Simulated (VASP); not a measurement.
# GaP (F-43m) in VASP: single point with PBE

Aim: the single point of GaP with PBE.

All numbers are computed with VASP 6.6.1; they aren't measurements. Logs are shortened: lines on timing, memory, paths and dates and some standing lists are left out, and cuts for length are marked.

**Experimental background.**

From “Stacking defects in GaP nanowires: Electronic structure and optical properties”, 2018, arxiv:1810.01194, for a bulk crystal of GaP at 10 K: band gap 2.34 eV (indirect).

How close the calculation comes is told below.

### Step 1. The cell of the first run

It takes space group F-43m (No. 216, cubic). The conventional cell has a = 5.451 Å, b = 5.451 Å, c = 5.451 Å, α = 90.00°, β = 90.00°, γ = 90.00°. Within 3.1 Å of Ga (site symmetry -43m) lie 4 P at 2.36 Å. Within 3.1 Å of P (site symmetry -43m) lie 4 Ga at 2.36 Å.

### Step 2. Single point, PBE

Input file INCAR:

```
SYSTEM = GaP
  PREC = Accurate
  ENCUT = 500
  EDIFF = 1E-6
  ISMEAR = 0
  SIGMA = 0.01
  LREAL = .False.
  LASPH = .True.
  NELM = 120
  ALGO = Normal
  ISIF = 2
  LWAVE = .False.
  LCHARG = .True.
  GGA = PE
  LELF = .True.
  LVHAR = .True.
  NBANDS = 16
  GGA_COMPAT = .False.
```

Input file KPOINTS:

```
regular mesh
0
Gamma
  7 7 7
  0 0 0
```

Input file POSCAR:

```
GaP
1.0
    0.0000000000      2.7252500000      2.7252500000
    2.7252500000      0.0000000000      2.7252500000
    2.7252500000      2.7252500000      0.0000000000
Ga P
1 1
Direct
    0.0000000000      0.0000000000      0.0000000000
    0.2500000000      0.2500000000      0.2500000000
```

Potentials or basis: VASP PAW PBE potentials, release 64 (Ga_d, P).

On the command line:

```
$ cat potpaw_PBE.64/Ga_d/POTCAR potpaw_PBE.64/P/POTCAR > POTCAR
$ mpirun -np 1 vasp_std > vasp.out
```

OUTCAR:

```text
SYSTEM = GaP
   PREC = Accurate
   ENCUT = 500
   EDIFF = 1E-6
   ISMEAR = 0
   LREAL = .False.
   LASPH = .True.
   NELM = 120
   ISIF = 2
   GGA = PE

 ion  position               nearest neighbor table
   1  0.000  0.000  0.000-   2 2.36   2 2.36   2 2.36   2 2.36
   2  0.250  0.250  0.250-   1 2.36   1 2.36   1 2.36   1 2.36

  LATTYP: Found a face centered cubic cell.
 ALAT       =     5.4505000000

  Lattice vectors:

 A1 = (   0.0000000000,   2.7252500000,   2.7252500000)
 A2 = (   2.7252500000,   0.0000000000,   2.7252500000)
 A3 = (   2.7252500000,   2.7252500000,   0.0000000000)

Analysis of symmetry for initial positions (statically):
=====================================================================
 Subroutine PRICEL returns:
 Original cell was already a primitive cell.

 Routine SETGRP: Setting up the symmetry group for a
 face centered cubic supercell.

 Subroutine GETGRP returns: Found 24 space group operations
 (whereof 24 operations were pure point group operations)
 out of a pool of 48 trial point group operations.

The static configuration has the point symmetry T_d .

Analysis of symmetry for dynamics (positions and initial velocities):
=====================================================================
 Subroutine PRICEL returns:
 Original cell was already a primitive cell.

 Routine SETGRP: Setting up the symmetry group for a
 face centered cubic supercell.

 Subroutine GETGRP returns: Found 24 space group operations
 (whereof 24 operations were pure point group operations)
 out of a pool of 48 trial point group operations.

The dynamic configuration has the point symmetry T_d .

 Subroutine INISYM returns: Found 24 space group operations
 (whereof 24 operations are pure point group operations),
 and found     1 'primitive' translations

----------------------------------------------------------------------------------------

                                     Primitive cell

  volume of cell :      40.4808

  direct lattice vectors                    reciprocal lattice vectors
     0.000000000  2.725250000  2.725250000    -0.183469406  0.183469406  0.183469406
     2.725250000  0.000000000  2.725250000     0.183469406 -0.183469406  0.183469406
     2.725250000  2.725250000  0.000000000     0.183469406  0.183469406 -0.183469406

  length of vectors
     3.854085511  3.854085511  3.854085511     0.317778334  0.317778334  0.317778334

  position of ions in fractional coordinates (direct lattice)
     0.000000000  0.000000000  0.000000000
     0.250000000  0.250000000  0.250000000

  ion indices of the primitive-cell ions
   primitive index   ion index
                 1           1
                 2           2

----------------------------------------------------------------------------------------

 KPOINTS: regular mesh

Automatic generation of k-mesh.
 Grid dimensions read from file:
 generate k-points for:    7    7    7

 Generating k-lattice:

  Cartesian coordinates                     Fractional coordinates (reciprocal lattice)
    -0.026209915  0.026209915  0.026209915     0.142857143  0.000000000  0.000000000
     0.026209915 -0.026209915  0.026209915     0.000000000  0.142857143  0.000000000
     0.026209915  0.026209915 -0.026209915     0.000000000  0.000000000  0.142857143

  Length of vectors
     0.045396905  0.045396905  0.045396905

  Shift w.r.t. Gamma in fractional coordinates (k-lattice)
     0.000000000  0.000000000  0.000000000

 Subroutine IBZKPT returns following result:
 ===========================================

 Found     20 irreducible k-points:

 Following reciprocal coordinates:
            Coordinates               Weight
  0.000000  0.000000  0.000000      1.000000
  0.142857  0.000000  0.000000      8.000000
  0.285714  0.000000  0.000000      8.000000
  0.428571  0.000000  0.000000      8.000000
  0.142857  0.142857  0.000000      6.000000
  0.285714  0.142857  0.000000     24.000000
[... 12 lines left out ...]
 -0.428571  0.428571  0.142857     24.000000
 -0.285714  0.428571  0.142857     24.000000
   k-points           NKPTS =     20   k-points in BZ     NKDIM =     20   number of bands    NBANDS=     16
   number of dos      NEDOS =    301   number of ions     NIONS =      2
   total plane-waves  NPLWV =  21952
   dimension x,y,z NGX =    28 NGY =   28 NGZ =   28
   dimension x,y,z NGXF=    56 NGYF=   56 NGZF=   56
   ions per type =               1   1
   NGX,Y,Z   is equivalent  to a cutoff of  12.08, 12.08, 12.08 a.u.
   NGXF,Y,Z  is equivalent  to a cutoff of  24.16, 24.16, 24.16 a.u.
 SYSTEM =  GaP
   PREC   = accura    normal or accurate (medium, high low for compatibility)
   ISTART =      0    job   : 0-new  1-cont  2-samecut
   ICHARG =      2    charge: 1-file 2-atom 10-const
   ISPIN  =      1    spin polarized calculation?
   LNONCOLLINEAR =      F non collinear calculations
   LSORBIT =      F    spin-orbit coupling
   LASPH  =      T    aspherical Exc in radial PAW
   ENCUT  =  500.0 eV  36.75 Ry    6.06 a.u.   7.03  7.03  7.03*2*pi/ulx,y,z
   NELM   =    120;   NELMIN=  2; NELMDL= -5     # of ELM steps
   EDIFF  = 0.1E-05   stopping-criterion for ELM
   LREAL  =      F    real-space projection
   EDIFFG = 0.1E-04   stopping-criterion for IOM
   NSW    =      0    number of steps for IOM
   IBRION =     -1    ionic relax: 0-MD 1-quasi-New 2-CG
   NFREE  =      0    steps in history (QN), initial steepest desc. (CG)
   ISIF   =      2    stress and relaxation
   ISYM   =      2    0-nonsym 1-usesym 2-fastsym
   POTIM  = 0.5000    time-step for ionic-motion
   TEBEG  =    0.0;   TEEND  =   0.0 temperature during run
   PSTRESS=    0.0 pullay stress
   NELECT =      18.0000    total number of electrons
   NUPDOWN=      -1.0000    fix difference up-down
   EMIN   =  10.00;   EMAX   =-10.00  energy-range for DOS
   EFERMI =   0.00;   METHOD = LEGACY
   ISMEAR =     0;   SIGMA  =   0.01  broadening in eV -4-tet -1-fermi 0-gaus
   EFERMI_NEDOS =   21; number of points for ismear=-14 and -15
   IALGO  =     38    algorithm
   IMIX   =      4    mixing-type and parameters
     AMIX     =   0.40;   BMIX     =  1.00
     AMIX_MAG =   1.60;   BMIX_MAG =  1.00
  volume/ion in A,a.u.               =      20.24       136.59
  Fermi-wavevector in a.u.,A,eV,Ry     =   1.249538  2.361284 21.243377  1.561344
  Thomas-Fermi vector in A             =   2.383574
   LORBIT       =      0    0 simple, 1 ext, 2 COOP (PROOUT), +10 PAW based schemes
   GGA     = PE    functional components
   LHFCALC =     F    Hartree Fock is set to
   AEXX    =    0.0000 exact exchange contribution
   IVDW    =     0    specifies the selected vdW correction
   LEPSILON=     F    determine dielectric tensor
   LRPA    =     F    only Hartree local field effects (RPA)
 non-spin polarized calculation
 Gauss-broadening in eV      SIGMA  =   0.01
  energy-cutoff  :      500.00
  volume of cell :       40.48
 maximum number of plane-waves:      1040
   NGX = 13   NGY = 13   NGZ = 13

 number of electron      18.0000016 magnetization

 Free energy of the ion-electron system (eV)
  ---------------------------------------------------
  ext. energy  EPLUGINS =         0.00000000
  ---------------------------------------------------
  free energy    TOTEN  =        -9.11233601 eV

  energy without entropy =       -9.11233601  energy(sigma->0) =       -9.11233601

 E-fermi :   4.7794     XC(G=0):  -9.8322

 val. band max:        4.6542441299   @ k =   0.0000   0.0000   0.0000
 cond. band min:       6.2445056851   @ k =   0.4286   0.4286   0.0000
 fundamental gap:      1.5902615552
 Fermi energy:         4.7793591567

 k-point     1 :       0.0000    0.0000    0.0000
  band No.  band energies     occupation
      1      -9.8988      2.00000
      2      -9.8988      2.00000
      3      -9.8988      2.00000
      4      -9.7992      2.00000
      5      -9.7992      2.00000
      6      -7.8379      2.00000
[... 8 lines left out ...]
     15      14.4407      0.00000
     16      14.4407      0.00000

 k-point     2 :       0.1429    0.0000    0.0000
  band No.  band energies     occupation
      1      -9.9163      2.00000
      2      -9.8929      2.00000
      3      -9.8929      2.00000
      4      -9.7992      2.00000
      5      -9.7992      2.00000
      6      -7.5746      2.00000
[... 8 lines left out ...]
     15      13.7219      0.00000
     16      14.5373      0.00000

 k-point     3 :       0.2857    0.0000    0.0000
  band No.  band energies     occupation
      1      -9.9515      2.00000
      2      -9.8814      2.00000
      3      -9.8814      2.00000
      4      -9.7970      2.00000
      5      -9.7970      2.00000
      6      -6.8447      2.00000
[... 8 lines left out ...]
     15      13.8446      0.00000
     16      14.4357      0.00000

 k-point     4 :       0.4286    0.0000    0.0000
  band No.  band energies     occupation
      1      -9.9768      2.00000
      2      -9.8748      2.00000
      3      -9.8748      2.00000
      4      -9.7927      2.00000
      5      -9.7927      2.00000
      6      -5.9566      2.00000
[... 8 lines left out ...]
     15      15.6174      0.00000
     16      15.6174      0.00000
[... 248 lines left out ...]
 k-point    18 :      -0.4286    0.2857    0.1429
  band No.  band energies     occupation
      1      -9.9874      2.00000
      2      -9.8664      2.00000
      3      -9.8529      2.00000
      4      -9.8082      2.00000
      5      -9.7909      2.00000
      6      -5.4217      2.00000
[... 8 lines left out ...]
     15      16.1223      0.00000
     16      17.8067      0.00000

 k-point    19 :      -0.4286    0.4286    0.1429
  band No.  band energies     occupation
      1     -10.0018      2.00000
      2      -9.8522      2.00000
      3      -9.8408      2.00000
      4      -9.8213      2.00000
      5      -9.7845      2.00000
      6      -5.0767      2.00000
[... 8 lines left out ...]
     15      16.9598      0.00000
     16      18.1108      0.00000

 k-point    20 :      -0.2857    0.4286    0.1429
  band No.  band energies     occupation
      1      -9.9961      2.00000
      2      -9.8604      2.00000
      3      -9.8414      2.00000
      4      -9.8140      2.00000
      5      -9.7903      2.00000
      6      -4.8897      2.00000
[... 8 lines left out ...]
     15      16.1620      0.00000
     16      18.6912      0.00000

------------------------ aborting loop because EDIFF is reached ----------------------------------------

  FORCE on cell =-STRESS in cart. coord.  units (eV):
  Direction    XX          YY          ZZ          XY          YZ          ZX
  --------------------------------------------------------------------------------------
  -------------------------------------------------------------------------------------
  Total        0.6108037      0.6108037      0.6108037      0.0000000      0.0000000      0.0000000
  in kB       24.1748175     24.1748175     24.1748175      0.0000000      0.0000000      0.0000000
  external PRESSURE =      24.1748175 kB  Pullay stress =       0.0000000 kB

 VOLUME and BASIS-vectors are now :
 -----------------------------------------------------------------------------
  energy-cutoff  :      500.00
  volume of cell :       40.48
      direct lattice vectors                 reciprocal lattice vectors
     0.000000000  2.725250000  2.725250000    -0.183469406  0.183469406  0.183469406
     2.725250000  0.000000000  2.725250000     0.183469406 -0.183469406  0.183469406
     2.725250000  2.725250000  0.000000000     0.183469406  0.183469406 -0.183469406

 POSITION                                       TOTAL-FORCE (eV/Angst)
 -----------------------------------------------------------------------------------
      0.00000      0.00000      0.00000        -0.000000     -0.000000     -0.000000
      1.36262      1.36262      1.36262         0.000000      0.000000      0.000000
 -----------------------------------------------------------------------------------
    total drift:                                0.000001      0.000001      0.000001

  FREE ENERGIE OF THE ION-ELECTRON SYSTEM (eV)
  ---------------------------------------------------
  free  energy   TOTEN  =        -9.1123360102 eV

  energy  without entropy=       -9.1123360102  energy(sigma->0) =       -9.11233601
```

Wall time 7.9 s (1 thread of Intel Xeon Platinum 8488C (Sapphire Rapids), shared host); peak memory 0.15 GiB.

Results:

```
Free energy            : -9.1123 eV
Pressure               : 2.4 GPa
Band gap on the k mesh : 1.59 eV, indirect (least direct gap 1.83 eV)
```

### Step 3. Against experiment

Step 2. A measured gap of GaP is 2.34 eV (indirect; 10 K; quoted in “Stacking defects in GaP nanowires: Electronic structure and optical properties”, 2018, arxiv:1810.01194); the calculated 1.59 eV misses it by -0.75 eV. Spin-orbit coupling on Ga is left out. The value is that of PBE on a finite k mesh, which can miss the band edges, without temperature or zero-point motion. Semilocal functionals fall short of measured gaps as a rule.
